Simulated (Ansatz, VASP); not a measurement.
# Two plane-wave programs on BeRe

```
CELL_PARAMETERS angstrom
2.83117 0.00000 0.00000
0.00000 2.83117 0.00000
0.00000 0.00000 2.83117
ATOMIC_POSITIONS crystal
Be 0.50000 0.50000 0.50000
Re 0.00000 0.00000 0.00000
```

Alike in both runs: task relaxation of cell and atoms; functional PBE; k mesh 20 × 20 × 20; occupations gaussian, width 0.1 eV; no spin polarisation.

|  | VASP | Ansatz |
| --- | --- | --- |
| version | VASP 6.6.1 | Ansatz 0.2.0 |
| potentials or method | VASP PAW PBE potentials, release 64 (Be, Re), cutoff 600 eV | scalar-relativistic, plane waves, PAW |
| valence electrons in the cell | 9 | 17 |

|  | VASP | Ansatz | Ansatz less VASP |
| --- | --- | --- | --- |
| gap on the k mesh at the Fermi level, each at its own relaxed structure (eV) | none | none | - |
| relaxed volume (Å³/atom) | 11.38 | 11.36 | -0.016 |
| relaxed cell length with the largest relative difference (Å) | 2.834 | 2.832 | -0.0013 |

A gap of «none» marks a metal or a gap that the smearing closes. VASP's potentials hold 9 valence electrons a cell and Ansatz's 17, so a difference there can come from the potentials and not from the codes.

Spin-orbit coupling is off throughout.
